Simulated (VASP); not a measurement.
# CoNiO2 (P4/mmm) in VASP: a series of runs

Aim: see how the results for CoNiO2 move with the level of theory and the settings. Levels: PBEsol, LDA. Tasks: single point.

All numbers are computed with VASP 6.6.1; they aren't measurements. Logs are shortened: lines on timing, memory, paths and dates and some standing lists are left out, and cuts for length are marked.

### Step 1. The cell of the first run

It takes space group P4/mmm (No. 123, tetragonal). Conventional cell: a = 3.014 Å, b = 3.014 Å, c = 4.222 Å, α = 90.00°, β = 90.00°, γ = 90.00°. Within 2.8 Å of Ni (site symmetry 4/mmm) lie 6 O at 2.11 to 2.13 Å. Within 2.8 Å of Co (site symmetry 4/mmm) lie 6 O at 2.11 to 2.13 Å. O (site symmetry 4/mmm) has 2 Ni at 2.11 Å and 4 Co at 2.13 Å within 2.8 Å. O (site symmetry 4/mmm) has 2 Co at 2.11 Å and 4 Ni at 2.13 Å within 2.8 Å.

### Step 2. Single point, PBEsol, collinear spin, antiferromagnetic start

Contents of INCAR:

```
  PREC = Accurate
  ENCUT = 520
  EDIFF = 1E-7
  ISMEAR = -1
  SIGMA = 0.05
  LREAL = False
  LASPH = True
  NELM = 150
  ALGO = Normal
  ISIF = 2
  LWAVE = False
  LCHARG = True
  ISPIN = 2
  MAGMOM = 1 -1 0 0
  LORBIT = 11
  LMAXMIX = 4
  GGA = PS
  LELF = True
  LVHAR = True
  NBANDS = 28
```

Contents of KPOINTS:

```
Automatic mesh
0
Gamma
  9 9 6
```

Contents of POSCAR:

```
CoNiO2
1.0
    3.0143330000      0.0000000000      0.0000000000
    0.0000000000      3.0143330000      0.0000000000
    0.0000000000      0.0000000000      4.2222850000
Ni Co O
1 1 2
Direct
    0.0000000000      0.0000000000      0.0000000000
    0.5000000000      0.5000000000      0.5000000000
    0.0000000000      0.0000000000      0.5000000000
    0.5000000000      0.5000000000      0.0000000000
```

Potentials or basis: VASP PAW PBE potentials, release 64 (Ni, Co, O).

The run is started by

```sh
> cat potpaw_PBE.64/Ni/POTCAR potpaw_PBE.64/Co/POTCAR potpaw_PBE.64/O/POTCAR > POTCAR
> mpirun -np 1 vasp_std > vasp.out
```

OUTCAR:

```text
PREC = Accurate
   ENCUT = 520
   EDIFF = 1E-7
   ISMEAR = -1
   LREAL = False
   LASPH = True
   NELM = 150
   ISIF = 2
   ISPIN = 2
   LORBIT = 11
   GGA = PS

 ion  position               nearest neighbor table
   1  0.000  0.000  0.000-   3 2.11   3 2.11   4 2.13   4 2.13   4 2.13   4 2.13   2 3.00   2 3.00
                             2 3.00   2 3.00   2 3.00   2 3.00   2 3.00   2 3.00
   2  0.500  0.500  0.500-   4 2.11   4 2.11   3 2.13   3 2.13   3 2.13   3 2.13   1 3.00   1 3.00
                             1 3.00   1 3.00   1 3.00   1 3.00   1 3.00   1 3.00
   3  0.000  0.000  0.500-   1 2.11   1 2.11   2 2.13   2 2.13   2 2.13   2 2.13
   4  0.500  0.500  0.000-   2 2.11   2 2.11   1 2.13   1 2.13   1 2.13   1 2.13

  LATTYP: Found a simple tetragonal cell.
 ALAT       =     3.0143330000
 C/A-ratio  =     1.4007360832

  Lattice vectors:

 A1 = (   3.0143330000,   0.0000000000,   0.0000000000)
 A2 = (   0.0000000000,   3.0143330000,   0.0000000000)
 A3 = (   0.0000000000,   0.0000000000,   4.2222850000)

Analysis of symmetry for initial positions (statically):
=====================================================================
 Subroutine PRICEL returns:
 Original cell was already a primitive cell.

 Routine SETGRP: Setting up the symmetry group for a
 simple tetragonal supercell.

 Subroutine GETGRP returns: Found 16 space group operations
 (whereof 16 operations were pure point group operations)
 out of a pool of 16 trial point group operations.

The static configuration has the point symmetry D_4h.

Analysis of symmetry for dynamics (positions and initial velocities):
=====================================================================
 Subroutine PRICEL returns:
 Original cell was already a primitive cell.

 Routine SETGRP: Setting up the symmetry group for a
 simple tetragonal supercell.

 Subroutine GETGRP returns: Found 16 space group operations
 (whereof 16 operations were pure point group operations)
 out of a pool of 16 trial point group operations.

The dynamic configuration has the point symmetry D_4h.

Analysis of structural, dynamic, and magnetic symmetry:
=====================================================================
 Subroutine PRICEL returns:
 Original cell was already a primitive cell.

 Routine SETGRP: Setting up the symmetry group for a
 simple tetragonal supercell.

 Subroutine GETGRP returns: Found 16 space group operations
 (whereof 16 operations were pure point group operations)
 out of a pool of 16 trial point group operations.

The overall configuration has the point symmetry D_4h.

 Subroutine INISYM returns: Found 16 space group operations
 (whereof 16 operations are pure point group operations),
 and found     1 'primitive' translations

----------------------------------------------------------------------------------------

                                     Primitive cell

  volume of cell :      38.3645

  direct lattice vectors                    reciprocal lattice vectors
     3.014333000  0.000000000  0.000000000     0.331748350  0.000000000  0.000000000
     0.000000000  3.014333000  0.000000000     0.000000000  0.331748350  0.000000000
     0.000000000  0.000000000  4.222285000     0.000000000  0.000000000  0.236838584

  length of vectors
     3.014333000  3.014333000  4.222285000     0.331748350  0.331748350  0.236838584

  position of ions in fractional coordinates (direct lattice)
     0.000000000  0.000000000  0.000000000
     0.500000000  0.500000000  0.500000000
     0.000000000  0.000000000  0.500000000
     0.500000000  0.500000000  0.000000000

  ion indices of the primitive-cell ions
   primitive index   ion index
                 1           1
                 2           2
                 3           3
                 4           4

----------------------------------------------------------------------------------------

 KPOINTS: Automatic mesh

Automatic generation of k-mesh.
 Grid dimensions read from file:
 generate k-points for:    9    9    6

 Generating k-lattice:

[... 54 lines left out ...]
      5       3.3472      1.00000
      6       4.5991      1.00000
[... 19 lines left out ...]
     26      25.9442      0.00000
     27      25.9442      0.00000

 k-point     2 :       0.1111    0.0000    0.0000
  band No.  band energies     occupation
      1     -12.3520      1.00000
      2     -11.0624      1.00000
      3       0.9335      1.00000
      4       2.7563      1.00000
      5       3.1337      1.00000
      6       3.8677      1.00000
[... 652 lines left out ...]
 k-point    24 :       0.4444    0.1111    0.1667
  band No.  band energies     occupation
      1     -11.3598      1.00000
      2     -11.1318      1.00000
      3       0.4069      1.00000
      4       0.6293      1.00000
      5       2.0327      1.00000
      6       2.2195      1.00000
[... 19 lines left out ...]
     26      22.4271      0.00000
     27      27.2249      0.00000

 [... further k-points ...]

 spin component 2

 k-point     1 :       0.0000    0.0000    0.0000
  band No.  band energies     occupation
      1     -12.5587      1.00000
      2     -11.2031      1.00000
      3       0.7585      1.00000
      4       3.2176      1.00000
      5       3.2176      1.00000
      6       3.7733      1.00000
[... 19 lines left out ...]
     26      25.7451      0.00000
     27      25.7787      0.00000

 k-point     2 :       0.1111    0.0000    0.0000
  band No.  band energies     occupation
      1     -12.4730      1.00000
      2     -11.1823      1.00000
      3       0.8284      1.00000
      4       2.5270      1.00000
      5       2.8762      1.00000
      6       3.6833      1.00000
[... 652 lines left out ...]
 k-point    24 :       0.4444    0.1111    0.1667
  band No.  band energies     occupation
      1     -11.5129      1.00000
      2     -11.2175      1.00000
      3       0.1854      1.00000
      4       0.4787      1.00000
      5       1.6175      1.00000
      6       1.9584      1.00000
[... 19 lines left out ...]
     26      22.1136      0.00000
     27      27.1029      0.00000

 [... further k-points ...]

 [bands above 27 left out]

------------------------ aborting loop because EDIFF is reached ----------------------------------------

  FORCE on cell =-STRESS in cart. coord.  units (eV):
  Direction    XX          YY          ZZ          XY          YZ          ZX
  --------------------------------------------------------------------------------------
  -------------------------------------------------------------------------------------
  Total       -3.5525475     -3.5525475     -2.8881565      0.0000000      0.0000000      0.0000000
  in kB     -148.3612473   -148.3612473   -120.6149967      0.0000000      0.0000000      0.0000000
  external PRESSURE =    -139.1124971 kB  Pullay stress =       0.0000000 kB

 VOLUME and BASIS-vectors are now :
 -----------------------------------------------------------------------------
  energy-cutoff  :      520.00
  volume of cell :       38.36
      direct lattice vectors                 reciprocal lattice vectors
     3.014333000  0.000000000  0.000000000     0.331748350  0.000000000  0.000000000
     0.000000000  3.014333000  0.000000000     0.000000000  0.331748350  0.000000000
     0.000000000  0.000000000  4.222285000     0.000000000  0.000000000  0.236838584

 POSITION                                       TOTAL-FORCE (eV/Angst)
 -----------------------------------------------------------------------------------
      0.00000      0.00000      0.00000         0.000000      0.000000      0.000000
      1.50717      1.50717      2.11114         0.000000      0.000000      0.000000
      0.00000      0.00000      2.11114         0.000000      0.000000      0.000000
      1.50717      1.50717      0.00000         0.000000      0.000000      0.000000
 -----------------------------------------------------------------------------------
    total drift:                                0.000000     -0.000000     -0.000000

  FREE ENERGIE OF THE ION-ELECTRON SYSTEM (eV)
  ---------------------------------------------------
  free  energy   TOTEN  =       -26.1869219581 eV

  energy  without entropy=      -26.1272241014  energy(sigma->0) =      -26.15707303

 total charge

# of ion       s       p       d       tot
------------------------------------------
    1        0.316   0.365   8.292   8.972
    2        0.299   0.362   7.146   7.807
    3        1.556   3.374   0.000   4.930
    4        1.558   3.356   0.000   4.914
--------------------------------------------------
tot          3.728   7.457  15.438  26.623

 magnetization (x)

# of ion       s       p       d       tot
------------------------------------------
    1        0.012   0.015   0.966   0.992
    2       -0.021  -0.021  -2.384  -2.426
    3       -0.014  -0.127   0.000  -0.141
    4        0.002   0.016   0.000   0.018
--------------------------------------------------
tot         -0.022  -0.117  -1.418  -1.557
```

It took 87 s on 1 thread of Intel Xeon 6975P-C (Granite Rapids), shared host; peak memory 0.23 GiB.

What came out:

- Free energy: -26.1869 eV
- Pressure: -13.9 GPa
- Net moment: -1.58 μB per cell
- Site moments: Ni +0.99; Co -2.43; O -0.14, +0.02 μB
- Valence electrons inside the program's atomic spheres: Ni 8.97; Co 7.81; O 4.93, 4.91

Levels at points of the mesh, in eV from the Fermi level:
Spin up:
```csv
k point,band 11,band 12,band 13,band 14,band 15,band 16,band 17,band 18,band 19,band 20
"(0.00, 0.00, 0.00)",-2.08,-1.91,-1.91,-1.39,-0.21,-0.21,0.12,0.58,1.31,6.24
"(0.00, 0.00, 0.50)",-1.61,-1.17,-1.13,-1.13,0.05,0.05,0.10,0.98,5.05,5.63
```
Spin down:
```
           k point  band 15  band 16  band 17  band 18  band 19  band 20
(0.00, 0.00, 0.00)    -0.88    -0.88    -0.63    -0.36     1.18     5.96
(0.00, 0.00, 0.50)    -0.64    -0.63    -0.63     0.11     5.04     5.19
```

Caveat: the cell stands under tension; the PAW data sets were made with another functional, which shifts forces and pressure a little; semilocal functionals often make such compounds metallic where correlation or magnetic order opens a gap, which also shifts bond lengths. With open d or f shells a metallic result of PBEsol can be an artefact of self-interaction; +U or a hybrid may open a gap.

### Step 3. Single point, PBEsol, collinear spin, ferrimagnetic start

Contents of INCAR:

```
PREC     = Accurate       # precision mode
ENCUT    = 520            # plane-wave cutoff, eV
EDIFF    = 1E-6           # SCF threshold, eV
ISMEAR   = -1             # smearing method
SIGMA    = 0.05           # smearing width, eV
LREAL    = False          # projectors in reciprocal space
LASPH    = True           # aspherical terms in the spheres
NELM     = 150            # most SCF steps
ALGO     = Normal         # electronic algorithm
ISIF     = 2              # what is computed and relaxed
LWAVE    = False          # write WAVECAR
LCHARG   = False          # write CHGCAR
ISPIN    = 2              # spin polarisation
MAGMOM   = 0.68 -1.03 0 0 # initial moments
LORBIT   = 11             # projections on sites
LMAXMIX  = 4              # l up to which the mixer works
GGA      = PS             # functional
NBANDS   = 28             # bands
```

Contents of KPOINTS:

```
regular mesh
0
Gamma
  9 9 6
```

POSCAR is that of step 2.

Potentials or basis: VASP PAW PBE potentials, release 64 (Ni, Co, O).

The run is started by

```sh
> cat potpaw_PBE.64/Ni/POTCAR potpaw_PBE.64/Co/POTCAR potpaw_PBE.64/O/POTCAR > POTCAR
> mpirun -np 1 vasp_std > vasp.out
```

Run time: 66 s. Hardware: 1 thread of Intel Xeon 6975P-C (Granite Rapids), shared host; peak memory 0.23 GiB.

Results (log left out):

```
Free energy                                           : -26.1814 eV
Pressure                                              : -15.0 GPa
Net moment                                            : -2.37 μB per cell
Site moments                                          : Ni +0.39; Co -2.47; O -0.19, -0.06 μB
Valence electrons inside the program's atomic spheres : Ni 9.00; Co 7.80; O 4.93, 4.90
```

Stress tensor (GPa, compression positive):
```
-15.68   0.00   0.00
  0.00 -15.68   0.00
  0.00   0.00 -13.71
```

Levels at points of the mesh, in eV from the Fermi level:
Spin up:
```
           k point  band 10  band 11  band 12  band 13  band 14  band 15  band 16  band 17  band 18  band 19
(0.00, 0.00, 0.00)    -1.66    -1.60    -1.60    -1.45    -1.31    -0.15    -0.15     0.13     0.61     1.36
(0.00, 0.00, 0.50)    -1.64    -1.62    -0.81    -0.81    -0.63     0.05     0.05     0.10     0.98     5.17
```
Spin down:
```tsv
k point	band 13	band 14	band 15	band 16	band 17	band 18	band 19	band 20	band 21	band 22
(0.00, 0.00, 0.00)	-2.55	-1.90	-0.91	-0.90	-0.90	-0.70	1.15	5.95	10.03	11.76
(0.00, 0.00, 0.50)	-1.66	-1.60	-0.93	-0.65	-0.65	-0.18	4.98	5.11	12.83	12.84
```

Caveat: the cell stands under tension; the PAW data sets were made with another functional, which shifts forces and pressure a little; semilocal functionals often make such compounds metallic where correlation or magnetic order opens a gap, which also shifts bond lengths. With open d or f shells a metallic result of PBEsol can be an artefact of self-interaction; +U or a hybrid may open a gap.

### Step 4. Single point, PBEsol, collinear spin, ferromagnetic start

Contents of INCAR:

```
SYSTEM = CoNiO2
ALGO = Normal
EDIFF = 1E-6
ENCUT = 520
GGA = PS
ISIF = 2
ISMEAR = -1
ISPIN = 2
LASPH = .True.
LCHARG = .False.
LMAXMIX = 4
LORBIT = 11
LREAL = .False.
LWAVE = .False.
MAGMOM = 2.5 3.5 0 0
NBANDS = 28
NELM = 150
PREC = Accurate
SIGMA = 0.05
```

Contents of KPOINTS:

```
k-points
0
Gamma
  9 9 6
  0 0 0
```

POSCAR is that of step 3.

The run is started by

```sh
> cat potpaw_PBE.64/Ni/POTCAR potpaw_PBE.64/Co/POTCAR potpaw_PBE.64/O/POTCAR > POTCAR
> mpirun -np 1 vasp_std > vasp.out
```

It took 2.3 min on 1 thread of Intel Xeon 6975P-C (Granite Rapids), shared host; peak memory 0.24 GiB.

The run converged. Its results:

```
Free energy                                           : -26.2386 eV
Pressure                                              : -12.4 GPa
Net moment                                            : 4.47 μB per cell
Site moments                                          : Ni +1.32; Co +2.50; O +0.29, +0.27 μB
Valence electrons inside the program's atomic spheres : Ni 8.95; Co 7.80; O 4.94, 4.92
```

Stress tensor (GPa, compression positive):
```
-12.88   0.00   0.00
  0.00 -12.88   0.00
  0.00   0.00 -11.34
```

Levels at points of the mesh, in eV from the Fermi level:
Spin up:
| k point | band 15 | band 16 | band 17 | band 18 | band 19 | band 20 | band 21 | band 22 |
| --- | --- | --- | --- | --- | --- | --- | --- | --- |
| (0.00, 0.00, 0.00) | -2.48 | -2.05 | -1.61 | -1.61 | 1.07 | 5.79 | 10.00 | 11.63 |
| (0.00, 0.00, 0.50) | -1.60 | -1.46 | -1.40 | -1.40 | 4.88 | 4.99 | 12.66 | 12.73 |
Spin down:
| k point | band 11 | band 12 | band 13 | band 14 | band 15 | band 16 |
| --- | --- | --- | --- | --- | --- | --- |
| (0.00, 0.00, 0.00) | -1.36 | -1.22 | -0.53 | -0.45 | -0.06 | -0.06 |
| (0.00, 0.00, 0.50) | -0.50 | -0.50 | -0.45 | 0.08 | 0.11 | 0.11 |

Caveat: the cell stands under tension; the PAW data sets were made with another functional, which shifts forces and pressure a little; semilocal functionals often make such compounds metallic where correlation or magnetic order opens a gap, which also shifts bond lengths.

### Step 5. Single point, LDA, collinear spin, ferromagnetic start

This run uses another cell than the first one, of 9.97 Å³/atom.

Contents of INCAR:

```
  ALGO = Normal
  EDIFF = 1E-6
  ENCUT = 520
  ISIF = 2
  ISMEAR = -1
  ISPIN = 2
  LASPH = True
  LCHARG = True
  LELF = True
  LMAXMIX = 4
  LORBIT = 11
  LREAL = False
  LVHAR = True
  LWAVE = False
  MAGMOM = 1 2 0 0
  NBANDS = 28
  NELM = 150
  PREC = Accurate
  SIGMA = 0.05
```

Contents of KPOINTS:

```
k-points
0
Gamma
  9 9 6
```

Contents of POSCAR:

```
CoNiO2
1.0
    3.0539998252      0.0000000000      0.0000000000
    0.0000000000      3.0539998252      0.0000000000
    0.0000000000      0.0000000000      4.2778477534
Ni Co O
1 1 2
Direct
    0.0000000000      0.0000000000      0.0000000000
    0.5000000000      0.5000000000      0.5000000000
    0.0000000000      0.0000000000      0.5000000000
    0.5000000000      0.5000000000      0.0000000000
```

Potentials or basis: VASP PAW LDA potentials, release 64 (Ni, Co, O).

The run is started by

```sh
> cat potpaw_LDA.64/Ni/POTCAR potpaw_LDA.64/Co/POTCAR potpaw_LDA.64/O/POTCAR > POTCAR
> mpirun -np 1 vasp_std > vasp.out
```

It took 5.6 min on 1 thread of AMD EPYC 7R13, shared host; peak memory 0.19 GiB.

Results (log left out):

* Free energy: -27.5503 eV
* Pressure: -27.3 GPa
* Net moment: 3.60 μB per cell
* Site moments: Ni +0.65; Co +2.45; O +0.24, +0.17 μB
* Valence electrons inside the program's atomic spheres: Ni 8.95; Co 7.76; O 4.89, 4.87

Levels at points of the mesh, in eV from the Fermi level:
Spin up:
```csv
k point,band 14,band 15,band 16,band 17,band 18,band 19,band 20,band 21,band 22,band 23
"(0.00, 0.00, 0.00)",-2.06,-1.65,-1.38,-1.21,-1.21,1.00,5.61,9.71,11.63,15.24
"(0.00, 0.00, 0.50)",-1.67,-1.52,-0.97,-0.97,-0.82,4.74,4.75,12.40,12.41,12.80
```
Spin down:
| k point | band 10 | band 11 | band 12 | band 13 | band 14 | band 15 | band 16 | band 17 | band 18 | band 19 |
| --- | --- | --- | --- | --- | --- | --- | --- | --- | --- | --- |
| (0.00, 0.00, 0.00) | -1.25 | -1.25 | -1.14 | -0.92 | -0.86 | -0.10 | -0.05 | -0.05 | 0.30 | 1.33 |
| (0.00, 0.00, 0.50) | -1.51 | -0.87 | -0.46 | -0.46 | -0.15 | -0.11 | 0.07 | 0.07 | 0.65 | 5.10 |

Caveat: the cell stands under tension; semilocal functionals often make such compounds metallic where correlation or magnetic order opens a gap, which also shifts bond lengths. With open d or f shells a metallic result of LDA can be an artefact of self-interaction; +U or a hybrid may open a gap.

### Step 6. Overview

```csv
level,potentials or basis,spin,cell,gap on the mesh (eV),pressure (GPa),moment (μB)
PBEsol,"VASP PAW PBE potentials, release 64 (Ni, Co, O)","collinear, antiferromagnetic start","a = 3.014, b = 3.014, c = 4.222 Å, 4 atoms",none,-13.9,1.58
PBEsol,"VASP PAW PBE potentials, release 64 (Ni, Co, O)","collinear, ferrimagnetic start","a = 3.014, b = 3.014, c = 4.222 Å, 4 atoms",none,-15.0,2.37
PBEsol,"VASP PAW PBE potentials, release 64 (Ni, Co, O)","collinear, ferromagnetic start","a = 3.014, b = 3.014, c = 4.222 Å, 4 atoms",none,-12.4,4.47
LDA,"VASP PAW LDA potentials, release 64 (Ni, Co, O)","collinear, ferromagnetic start","a = 3.054, b = 3.054, c = 4.278 Å, 4 atoms",none,-27.3,3.60
```

Alike in all rows: task single point; k mesh 9 × 9 × 6; cutoff (eV) 520; smearing fermi-dirac 0.05 eV.

Caveats: the cell stands under tension; semilocal functionals often make such compounds metallic where correlation or magnetic order opens a gap, which also shifts bond lengths; the PAW data sets were made with another functional, which shifts forces and pressure a little (at least some runs).

Total energies depend on the potentials used, so only differences within one code and one set of settings carry meaning.
